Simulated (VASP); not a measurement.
## MgO: single point with PBE

The system is MgO.

```xyz
2
Lattice="0.0000 2.1702 2.1702 2.1702 0.0000 2.1702 2.1702 2.1702 0.0000" Properties=species:S:1:pos:R:3 pbc="T T T"
Mg    0.0000    0.0000    0.0000
O     2.1702    2.1702    2.1702
```

This cell differs from its parent crystal: volume scaled by 1.05.

```
Program             : VASP 6.6.1
Task                : single point
Functional          : PBE
Potentials or basis : VASP PAW PBE potentials, release 64 (Mg, O)
Cutoff              : 520 eV
k mesh              : 10 × 10 × 10
Occupations         : fermi-dirac, width 0.01 eV
Spin                : no spin polarisation
```

```
Pressure               : -8.7 GPa
Band gap on the k mesh : 3.90 eV, direct
```

Levels at points of the mesh, in eV from the valence-band top:
| k point | band 2 | band 3 | band 4 | band 5 | band 6 | band 7 |
| --- | --- | --- | --- | --- | --- | --- |
| (0.00, 0.00, 0.00) | 0.00 | 0.00 | 0.00 | 3.90 | 15.29 | 15.29 |
| (0.50, 0.00, 0.00) | -4.24 | -0.56 | -0.56 | 7.34 | 11.60 | 15.40 |
| (0.50, 0.50, 0.00) | -3.73 | -1.23 | -1.23 | 9.00 | 9.02 | 12.17 |

Run time: 5.5 s on 1 thread of Intel(R) Xeon(R) Platinum 8488C (Sapphire Rapids), on a shared host, peak memory 0.14 GiB.
